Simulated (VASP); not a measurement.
## Al5As: single point with PBE

The system is Al5As.

```
Al As
1.0
     4.06768    0.00000    0.00000
     0.00000    4.05292    0.00000
     0.00000    0.00000   14.08004
Al As
10 2
Direct
  0.00000 0.50000 0.31751
  0.50000 0.00000 0.10917
  0.50000 0.00000 0.86566
  0.00000 0.50000 0.88033
  0.00000 0.00000 0.45027
  0.50000 0.00000 0.59437
  0.50000 0.50000 0.45806
  0.00000 0.50000 0.59648
  0.00000 0.00000 0.72936
  0.50000 0.50000 0.73527
  0.50000 0.50000 0.20952
  0.00000 0.00000 0.00001
```

```
Program                : VASP 6.6.1
Task                   : single point
Functional             : PBE
Potentials or basis    : VASP PAW PBE potentials, release 64 (Al, As)
Cutoff                 : 520 eV
k mesh                 : 4 × 4 × 2
Occupations            : gaussian, width 0.2 eV
Spin                   : no spin polarisation
Dipole correction      : no
Further INCAR settings : ALGO = Fast; EDIFF = 1e-06; NBANDS = 32
```

```json
{"Pressure": "0.1 GPa", "Largest force": "0.030 eV/Å", "Band gap on the k mesh": "zero (band 20 reaches 6.95 eV, above the bottom of band 21 at 5.53 eV)"}
```

Forces on the atoms (eV/Å):
```
Al   0.000  0.000 -0.005
Al   0.000  0.000 -0.002
Al   0.000  0.000 -0.030
Al   0.000  0.000 -0.030
Al   0.000  0.000  0.013
Al   0.000  0.000 -0.012
Al   0.000  0.000  0.014
Al   0.000  0.000 -0.012
Al   0.000  0.000  0.010
Al   0.000  0.000  0.027
As   0.000  0.000  0.002
As   0.000  0.000  0.026
```

Levels at points of the mesh, in eV from the Fermi level:
| k point | band 16 | band 17 | band 18 | band 19 | band 20 | band 21 | band 22 | band 23 |
| --- | --- | --- | --- | --- | --- | --- | --- | --- |
| (0.00, 0.00, 0.00) | -1.34 | -1.05 | -0.88 | -0.76 | -0.16 | 0.21 | 0.43 | 0.44 |
| (0.50, 0.00, 0.00) | -1.74 | -0.62 | -0.44 | 0.55 | 0.71 | 0.76 | 0.76 | 1.26 |
| (0.00, 0.50, 0.00) | -1.60 | -0.57 | -0.53 | 0.37 | 0.48 | 0.77 | 0.83 | 0.86 |
| (0.50, 0.50, 0.00) | -3.75 | -2.68 | -2.54 | -2.42 | -2.42 | -0.15 | -0.12 | -0.06 |
| (0.00, 0.00, 0.50) | -1.30 | -1.22 | -1.00 | -0.68 | -0.17 | 0.32 | 0.79 | 0.82 |
| (0.50, 0.00, 0.50) | -0.78 | -0.63 | -0.44 | -0.12 | 0.57 | 0.74 | 0.75 | 0.80 |
| (0.00, 0.50, 0.50) | -1.10 | -0.58 | -0.54 | 0.01 | 0.51 | 0.63 | 0.76 | 0.79 |
| (0.50, 0.50, 0.50) | -3.93 | -2.35 | -2.15 | -2.14 | -2.12 | -0.71 | -0.70 | -0.67 |

Run time: 2.1 min on 1 thread of Intel(R) Xeon(R) Platinum 8488C (Sapphire Rapids) (shared host), peak memory 0.34 GiB.

Caveat: the k points lie up to 0.39 Å⁻¹ apart.
